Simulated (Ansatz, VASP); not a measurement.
## Sn in VASP and in Ansatz

```
CELL_PARAMETERS angstrom
3.50819 0.00000 0.00000
-1.75410 3.03818 0.00000
0.00000 0.00000 11.55150
ATOMIC_POSITIONS crystal
Sn 0.00000 0.00000 0.00000
Sn 0.00000 0.00000 0.50000
Sn 0.33333 0.66667 0.25000
Sn 0.66667 0.33333 0.75000
```

Alike in both runs: functional BLYP; k mesh 11 × 11 × 3; occupations fermi-dirac, width 0.1 eV; no spin polarisation.

Ansatz relaxed the structure, and its values are those at the end. VASP's run is a single point on that final structure, the one shown.

|  | VASP | Ansatz |
| --- | --- | --- |
| version | VASP 6.6.1 | Ansatz 0.2.0 |
| potentials or method | VASP PAW PBE potentials, release 64 (Sn_d), cutoff 520 eV | plane waves (420 eV) with PAW, scalar-relativistic |
| valence electrons in the cell | 56 | 56 |

|  | VASP | Ansatz | Ansatz less VASP |
| --- | --- | --- | --- |
| pressure (GPa) | -0.1 | 0.0 | +0.05 |

VASP's potentials were made for PBE, not for BLYP.
